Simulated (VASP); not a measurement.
# H17O8F in VASP: a series of runs

The runs below take H17O8F through single point, with r2SCAN.

Everything below comes from runs of VASP 6.6.1. Logs are shortened: lines on timing, memory, paths and dates and some standing lists are left out, and cuts for length are marked.

**1. The cell of the first run**

The cell holds an amorphous packing of atoms, 26 atoms: a = 6.495 Å, b = 6.495 Å, c = 6.495 Å, α = 90.00°, β = 90.00°, γ = 90.00°.

**2. Single point, r2SCAN**

POSCAR reads:

```
H17O8F
1.0
    6.4950650000      0.0000000000      0.0000000000
    0.0000000000      6.4950650000      0.0000000000
    0.0000000000      0.0000000000      6.4950650000
O H F
8 17 1
Direct
    0.8055192673      0.2021226885      0.4961613163
    0.2404132984      0.4965000350      0.7398078387
    0.9572498505      0.2817061877      1.0121992621
    0.4876779524     -0.0634943607      0.6218567482
    0.1649406126     -0.0216010155      0.3730216711
    0.1611839142      0.6133733843      0.1668805470
    0.5206722335      0.5272926445      0.3934217748
    0.7731408385      0.6863364724      0.7851807488
    0.7267517723      0.3358703877      0.5041366022
    0.7114170528      0.1056494431      0.5644285315
    0.1441402049      0.6037968827      0.7081530362
    0.3227681324      0.5031974276      0.6200553805
    1.0541387961      0.3108821852      0.8999448042
    0.9965258238      0.1383511943      1.0555398599
    0.5029972756      0.0206156520      0.7496768701
    0.3458317969     -0.0689908415      0.5874767997
    0.1420463075     -0.1474965993      0.2935151534
    0.0365200348      0.0425399900      0.3971476806
    0.2470798984      0.6573914195      0.0548108448
    0.0820315116      0.4904030984      0.1259571690
    0.5701867495      0.6384385684      0.3061247270
    0.3919899185      0.4790560218      0.3184571671
    0.6588848610      0.7684757581      0.7502773259
    0.6870293061      0.5706024497      0.8206384386
    0.7329102942      0.7668899387      0.0187065103
    0.6889076553      0.8006078461      0.1439246566
```

INCAR.step1 reads:

```
SYSTEM = H17O8F
  PREC = Accurate
  ENCUT = 520
  ISMEAR = -1
  SIGMA = 0.05
  LREAL = Auto
  LASPH = .True.
  NELM = 100
  NBANDS = 55
  GGA = PE
  ALGO = Normal
  EDIFF = 1E-4
  LWAVE = .True.
  LCHARG = .False.
```

INCAR.step2 reads:

```
SYSTEM = H17O8F
  PREC = Accurate
  ENCUT = 520
  EDIFF = 1E-6
  ISMEAR = -1
  SIGMA = 0.05
  LREAL = Auto
  LASPH = .True.
  NELM = 100
  ALGO = Normal
  ISIF = 2
  LWAVE = .False.
  LCHARG = .False.
  METAGGA = R2SCAN
  LMIXTAU = .True.
  NBANDS = 55
  ISTART = 1
```

KPOINTS reads:

```
regular mesh
0
Gamma
  1 1 1
  0 0 0
```

Potentials or basis: VASP PAW PBE potentials, release 64 (O, H, F).

Launch:

```console
cat potpaw_PBE.64/O/POTCAR potpaw_PBE.64/H/POTCAR potpaw_PBE.64/F/POTCAR > POTCAR
cp INCAR.step1 INCAR
mpirun -np 1 vasp_gam > vasp.out
cp INCAR.step2 INCAR
mpirun -np 1 vasp_gam > vasp.out
```

OUTCAR:

```text
SYSTEM = H17O8F
   PREC = Accurate
   ENCUT = 520
   EDIFF = 1E-6
   ISMEAR = -1
   LREAL = Auto
   LASPH = .True.
   NELM = 100
   ISIF = 2
   METAGGA = R2SCAN
   ISTART = 1

 ion  position               nearest neighbor table
   1  0.806  0.202  0.496-  10 0.98   9 1.01
   2  0.240  0.497  0.740-  12 0.94  11 0.96
   3  0.957  0.282  0.012-  13 0.98  14 1.01
   4  0.488  0.937  0.622-  16 0.95  15 1.00
   5  0.165  0.978  0.373-  18 0.95  17 0.98
   6  0.161  0.613  0.167-  19 0.96  20 0.99
   7  0.521  0.527  0.393-  21 0.97  22 1.02
   8  0.773  0.686  0.785-  23 0.94  24 0.96
   9  0.727  0.336  0.504-   1 1.01
  10  0.711  0.106  0.564-   1 0.98
  11  0.144  0.604  0.708-   2 0.96
  12  0.323  0.503  0.620-   2 0.94
  13  0.054  0.311  0.900-   3 0.98
  14  0.997  0.138  0.056-   3 1.01
[... 10 lines left out ...]
  25  0.733  0.767  0.019-  26 0.89
  26  0.689  0.801  0.144-  25 0.89

  LATTYP: Found a simple cubic cell.
 ALAT       =     6.4950650000

  Lattice vectors:

 A1 = (   6.4950650000,   0.0000000000,   0.0000000000)
 A2 = (   0.0000000000,   6.4950650000,   0.0000000000)
 A3 = (   0.0000000000,   0.0000000000,   6.4950650000)

Analysis of symmetry for initial positions (statically):
=====================================================================
 Subroutine PRICEL returns:
 Original cell was already a primitive cell.

 Routine SETGRP: Setting up the symmetry group for a
 simple cubic supercell.

 Subroutine GETGRP returns: Found  1 space group operations
 (whereof  1 operations were pure point group operations)
 out of a pool of 48 trial point group operations.

The static configuration has the point symmetry C_1 .

Analysis of symmetry for dynamics (positions and initial velocities):
=====================================================================
 Subroutine PRICEL returns:
 Original cell was already a primitive cell.

 Routine SETGRP: Setting up the symmetry group for a
 simple cubic supercell.

 Subroutine GETGRP returns: Found  1 space group operations
 (whereof  1 operations were pure point group operations)
 out of a pool of 48 trial point group operations.

The dynamic configuration has the point symmetry C_1 .

 Subroutine INISYM returns: Found  1 space group operations
 (whereof  1 operations are pure point group operations),
[... 120 lines left out ...]
   EDIFF  = 0.1E-05   stopping-criterion for ELM
   LREAL  =      T    real-space projection
   EDIFFG = 0.1E-04   stopping-criterion for IOM
   NSW    =      0    number of steps for IOM
   IBRION =     -1    ionic relax: 0-MD 1-quasi-New 2-CG
   NFREE  =      0    steps in history (QN), initial steepest desc. (CG)
   ISIF   =      2    stress and relaxation
   ISYM   =      2    0-nonsym 1-usesym 2-fastsym
   POTIM  = 0.5000    time-step for ionic-motion
   TEBEG  =    0.0;   TEEND  =   0.0 temperature during run
   PSTRESS=    0.0 pullay stress
   NELECT =      72.0000    total number of electrons
   NUPDOWN=      -1.0000    fix difference up-down
   EMIN   =  10.00;   EMAX   =-10.00  energy-range for DOS
   EFERMI =   0.00;   METHOD = LEGACY
   ISMEAR =    -1;   SIGMA  =   0.05  broadening in eV -4-tet -1-fermi 0-gaus
   EFERMI_NEDOS =   21; number of points for ismear=-14 and -15
   IALGO  =     38    algorithm
   IMIX   =      4    mixing-type and parameters
     AMIX     =   0.40;   BMIX     =  1.00
     AMIX_MAG =   1.60;   BMIX_MAG =  1.00
  volume/ion in A,a.u.               =      10.54        71.12
  Fermi-wavevector in a.u.,A,eV,Ry     =   1.048581  1.981532 14.959919  1.099523
  Thomas-Fermi vector in A             =   2.183509
   LORBIT       =      0    0 simple, 1 ext, 2 COOP (PROOUT), +10 PAW based schemes
   METAGGA = R2SCAN    functional components
   LHFCALC =     F    Hartree Fock is set to
   AEXX    =    0.0000 exact exchange contribution
   IVDW    =     0    specifies the selected vdW correction
   LEPSILON=     F    determine dielectric tensor
   LRPA    =     F    only Hartree local field effects (RPA)
 non-spin polarized calculation
  energy-cutoff  :      520.00
  volume of cell :      274.00
 maximum number of plane-waves:      3625
   NGX = 25   NGY = 25   NGZ = 25

 number of electron      71.9999974 magnetization

 Free energy of the ion-electron system (eV)
  ---------------------------------------------------
  ext. energy  EPLUGINS =         0.00000000
  ---------------------------------------------------
  free energy    TOTEN  =      -134.61487015 eV

  energy without entropy =     -134.61487015  energy(sigma->0) =     -134.61487015

 E-fermi :  -2.5940     XC(G=0):  -6.8943

 val. band max:       -3.8142629828   @ k =   0.0000   0.0000   0.0000
 cond. band min:       0.7944480239   @ k =   0.0000   0.0000   0.0000
 fundamental gap:      4.6087110067
 Fermi energy:        -2.5940394493

 k-point     1 :       0.0000    0.0000    0.0000
  band No.  band energies     occupation
      1     -29.1664      2.00000
      2     -25.0027      2.00000
      3     -24.3941      2.00000
      4     -24.2674      2.00000
      5     -24.0022      2.00000
      6     -23.5686      2.00000
[... 40 lines left out ...]
     47       7.1093      0.00000
     48       7.3154      0.00000
 [bands above 48 left out]

------------------------ aborting loop because EDIFF is reached ----------------------------------------

  FORCE on cell =-STRESS in cart. coord.  units (eV):
  Direction    XX          YY          ZZ          XY          YZ          ZX
  --------------------------------------------------------------------------------------
  -------------------------------------------------------------------------------------
  Total        1.6792481     -0.6864733      4.1171607     -2.0140329      0.3612224     -1.9992342
  in kB        9.8191738     -4.0140586     24.0745342    -11.7767821      2.1121984    -11.6902484
  external PRESSURE =       9.9598831 kB  Pullay stress =       0.0000000 kB

 VOLUME and BASIS-vectors are now :
 -----------------------------------------------------------------------------
  energy-cutoff  :      520.00
  volume of cell :      274.00
      direct lattice vectors                 reciprocal lattice vectors
     6.495065000  0.000000000  0.000000000     0.153963047  0.000000000  0.000000000
     0.000000000  6.495065000  0.000000000     0.000000000  0.153963047  0.000000000
     0.000000000  0.000000000  6.495065000     0.000000000  0.000000000  0.153963047

 POSITION                                       TOTAL-FORCE (eV/Angst)
 -----------------------------------------------------------------------------------
      5.23190      1.31280      3.22260        -0.942701      0.960981      0.853339
      1.56150      3.22480      4.80510        -0.558244      0.024759      1.030478
      6.21740      1.82970      0.07924         0.936460     -1.409700     -0.017209
      3.16750      6.08267      4.03900         2.058928      0.743684      2.552186
      1.07130      6.35477      2.42280         1.177526     -0.690827     -0.288371
      1.04690      3.98390      1.08390        -0.012746      0.125857      0.496968
[... 18 lines left out ...]
      4.76030      4.98100      0.12150         1.794963     -1.250042     -3.956418
      4.47450      5.20000      0.93480        -1.481788      1.566840      4.069010
 -----------------------------------------------------------------------------------
    total drift:                               -0.004846     -0.005185     -0.011135

  FREE ENERGIE OF THE ION-ELECTRON SYSTEM (eV)
  ---------------------------------------------------
  free  energy   TOTEN  =      -134.6148701550 eV

  energy  without entropy=     -134.6148701549  energy(sigma->0) =     -134.61487015
```

OUTCAR.step1:

```text
SYSTEM = H17O8F
   PREC = Accurate
   ENCUT = 520
   ISMEAR = -1
   LREAL = Auto
   LASPH = .True.
   NELM = 100
[... 322 lines left out ...]
      1.04690      3.98390      1.08390         0.016529      0.344505      0.898656
[... 18 lines left out ...]
      4.76030      4.98100      0.12150         1.950953     -1.390074     -4.478103
      4.47450      5.20000      0.93480        -1.657623      1.752409      4.614861
 -----------------------------------------------------------------------------------
    total drift:                               -0.027956     -0.006814     -0.018243

  FREE ENERGIE OF THE ION-ELECTRON SYSTEM (eV)
  ---------------------------------------------------
  free  energy   TOTEN  =      -123.8135716443 eV

  energy  without entropy=     -123.8135716443  energy(sigma->0) =     -123.81357164
```

OSZICAR.step1:

```text
N       E                     dE             d eps       ncg     rms          rms(c)
DAV:   1     0.570187106276E+03    0.57019E+03   -0.39890E+04   110   0.119E+03
DAV:   2    -0.823937778243E+02   -0.65258E+03   -0.63110E+03   133   0.302E+02
DAV:   3    -0.136238879415E+03   -0.53845E+02   -0.53525E+02   140   0.927E+01
DAV:   4    -0.137022912498E+03   -0.78403E+00   -0.78282E+00   132   0.126E+01
DAV:   5    -0.137033423069E+03   -0.10511E-01   -0.10501E-01   148   0.138E+00    0.221E+01
DAV:   6    -0.124246927353E+03    0.12786E+02   -0.39602E+01   132   0.266E+01    0.831E+00
DAV:   7    -0.124003511044E+03    0.24342E+00   -0.16876E+00   132   0.504E+00    0.532E+00
DAV:   8    -0.123822205111E+03    0.18131E+00   -0.47532E-01   148   0.345E+00    0.924E-01
DAV:   9    -0.123807795474E+03    0.14410E-01   -0.55108E-02   140   0.120E+00    0.368E-01
DAV:  10    -0.123812805987E+03   -0.50105E-02   -0.18698E-02   124   0.641E-01    0.205E-01
DAV:  11    -0.123813487223E+03   -0.68124E-03   -0.18124E-03   132   0.285E-01    0.759E-02
DAV:  12    -0.123813571644E+03   -0.84422E-04   -0.98626E-04   124   0.173E-01
   1 F= -.12381357E+03 E0= -.12381357E+03  d E =-.411971E-10
```

Run time: 76 s. Hardware: 1 thread of Intel Xeon Platinum 8488C (Sapphire Rapids), shared host; peak memory 0.33 GiB.

What came out:

- Free energy: -134.6149 eV
- Pressure: 1.0 GPa
- Largest force: 4.605 eV/Å
- Band gap on the k mesh: 4.61 eV

Forces in eV/Å, atoms in the order of the input:
```
O   -0.943  0.961  0.853
O   -0.558  0.025  1.030
O    0.936 -1.410 -0.017
O    2.059  0.744  2.552
O    1.178 -0.691 -0.288
O   -0.013  0.126  0.497
O   -1.769 -0.974 -0.499
O    0.643 -1.055  1.195
H    0.809 -1.293 -0.654
H    0.382  0.284 -0.828
H   -0.795  0.253  0.187
H    1.382 -0.234 -1.201
H   -0.349 -0.084 -0.114
H   -0.516  1.640 -0.142
H   -0.692 -0.597 -1.153
H   -1.518  0.310 -0.927
H   -0.182 -0.044  0.280
H   -1.377  0.734  0.356
H   -0.065 -0.415 -0.401
H   -0.027  0.130 -0.136
H    0.110 -0.007  0.254
H    1.549  0.677  0.728
H   -1.196  1.811 -1.730
H    0.639 -1.209  0.043
H    1.795 -1.250 -3.956
F   -1.482  1.567  4.069
```

Stress tensor (GPa, compression positive):
```
 0.98 -1.18 -1.17
-1.18 -0.40  0.21
-1.17  0.21  2.41
```

Caveat: the k points lie up to 0.97 Å⁻¹ apart; the PAW data sets were made with another functional, which shifts forces and pressure a little.

(Part 1 of 3 ends here.)
